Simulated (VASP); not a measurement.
# WC: single point with RPBE

Crystal: WC.

```xyz
2
Lattice="2.9129 0.0000 0.0000 -1.4564 2.5226 0.0000 0.0000 0.0000 2.8393" Properties=species:S:1:pos:R:3 pbc="T T T"
W     0.0000    0.0000    0.0000
C     1.4564    0.8409    1.4197
```

This cell differs from its parent crystal: volume scaled by 0.98.

- Program: VASP 6.6.1
- Task: single point
- Functional: RPBE
- Potentials or basis: VASP PAW PBE potentials, release 64 (W_sv, C)
- Cutoff: 600 eV
- k mesh: 10 × 10 × 8
- Occupations: gaussian, width 0.05 eV
- Spin: no spin polarisation
- Dipole correction: no
- Further INCAR settings: ALGO = Normal; EDIFF = 1e-06; NBANDS = 16

```yaml
Pressure: 8.8 GPa
Band_gap_on_the_k_mesh: zero (band 9 reaches 11.73 eV, above the bottom of band 10 at 10.53 eV)
```

Stress tensor (GPa, compression positive):
```
8.68 0.00 0.00
0.00 8.68 0.00
0.00 0.00 8.96
```

Levels at points of the mesh, in eV from the Fermi level:
| k point | band 7 | band 8 | band 9 | band 10 | band 11 | band 12 |
| --- | --- | --- | --- | --- | --- | --- |
| (0.00, 0.00, 0.00) | -3.31 | -3.31 | 0.10 | 3.22 | 3.22 | 5.62 |
| (0.50, 0.00, 0.00) | -3.58 | -3.54 | -0.48 | 2.34 | 4.51 | 4.85 |
| (0.00, 0.00, 0.50) | -2.01 | -2.01 | -0.56 | -0.56 | 3.68 | 4.51 |
| (0.50, 0.00, 0.50) | -4.30 | -4.20 | 0.27 | 4.40 | 5.28 | 6.58 |

Run time: 9.9 s on 1 thread of Intel(R) Xeon(R) Platinum 8559C (Emerald Rapids), on a shared host, peak memory 0.15 GiB.

Caveat: the PAW data sets were made with another functional, which shifts forces and pressure a little; spin-orbit coupling is left out, which moves the levels of the heavy elements.
